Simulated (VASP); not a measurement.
## Al2O3: relaxation of cell and atoms with LDA

The system is Al2O3.

```xyz
10
Lattice="2.3803 1.3742 4.3319 -2.3803 1.3742 4.3319 0.0000 -2.7485 4.3319" Properties=species:S:1:pos:R:3 pbc="T T T"
Al    0.0000    0.0000    4.5765
Al    0.0000    0.0000    1.9213
Al    0.0000    0.0000    8.4191
Al    0.0000    0.0000   11.0743
O    -0.9203    1.3742    7.5808
O    -0.7300   -1.4841    7.5808
O     1.6503    0.1099    7.5808
O     0.9203   -1.3742    5.4148
O     0.7300    1.4841    5.4148
O    -1.6503   -0.1099    5.4148
```

```json
{"Program": "VASP 6.6.1", "Task": "relaxation of cell and atoms", "Functional": "LDA", "Potentials or basis": "VASP PAW LDA potentials, release 64 (Al, O)", "Cutoff": "600 eV", "k mesh": "6 × 6 × 6", "Occupations": "gaussian, width 0.02 eV", "Spin": "no spin polarisation", "Dipole correction": "no", "Further INCAR settings": "ALGO = Normal; EDIFF = 1e-06; IBRION = 2; EDIFFG = -0.005; NSW = 100; ISIF = 3"}
```

- Relaxed volume: 8.34 Å³/atom
- Relaxed cell: a = 5.094 Å, b = 5.094 Å, c = 5.094 Å, α = 55.36°, β = 55.36°, γ = 55.36°
- Space group after relaxing (to 0.1 Å): R-3c (No. 167)
- Energy gained by relaxing: 2.8 meV/atom
- Ionic steps: 8
- Pressure after relaxing: -0.1 GPa
- Band gap on the k mesh: 6.42 eV

Forces on the atoms (eV/Å):
```
Al   0.000  0.000  0.003
Al   0.000  0.000 -0.003
Al   0.000  0.000 -0.003
Al   0.000  0.000  0.003
O   -0.002  0.000  0.000
O    0.001 -0.001  0.000
O    0.001  0.001  0.000
O    0.002  0.000  0.000
O   -0.001  0.001  0.000
O   -0.001 -0.001  0.000
```

The path:
```
step  energy change (eV)  largest force (eV/Å)  pressure (GPa)  volume (Å³)
   1              0.0000                0.1259           -4.92        85.02
   2             -0.0035                0.0671            5.04        81.84
   3             -0.0274                0.0312            0.05        83.36
   4             -0.0273                0.0291            0.16        83.32
   5             -0.0276                0.0129            0.07        83.35
   6             -0.0276                0.0063            0.09        83.35
   7             -0.0276                0.0071            0.09        83.35
   8             -0.0276                0.0027           -0.06        83.40
```

Final structure:
```xyz
10
Lattice="2.3664 1.3663 4.2989 -2.3664 1.3663 4.2989 0.0000 -2.7325 4.2989" Properties=species:S:1:pos:R:3 pbc="T T T"
Al    0.0000    0.0000    4.5395
Al    0.0000    0.0000    1.9089
Al    0.0000    0.0000    8.3573
Al    0.0000    0.0000   10.9879
O    -0.9193    1.3663    7.5231
O    -0.7236   -1.4793    7.5231
O     1.6429    0.1130    7.5231
O     0.9193   -1.3663    5.3737
O     0.7236    1.4793    5.3737
O    -1.6429   -0.1130    5.3737
```

Levels at points of the mesh, in eV from the valence-band top:
| k point | band 22 | band 23 | band 24 | band 25 | band 26 | band 27 |
| --- | --- | --- | --- | --- | --- | --- |
| (0.00, 0.00, 0.00) | -0.04 | -0.04 | 0.00 | 6.42 | 9.07 | 10.77 |
| (0.50, 0.00, 0.00) | -0.94 | -0.29 | -0.29 | 9.45 | 9.45 | 9.74 |
| (0.50, 0.50, 0.00) | -0.94 | -0.77 | -0.26 | 9.44 | 9.83 | 9.95 |
| (0.50, 0.50, 0.50) | -0.39 | -0.39 | -0.39 | 8.74 | 8.74 | 11.00 |

Wall time 4.9 min on 1 thread of Intel(R) Xeon(R) Platinum 8375C CPU @ 2.90GHz (Ice Lake), with other jobs on the host, peak memory 0.25 GiB.

A k mesh can miss the band edges. LDA usually gives volumes a few per cent too small.
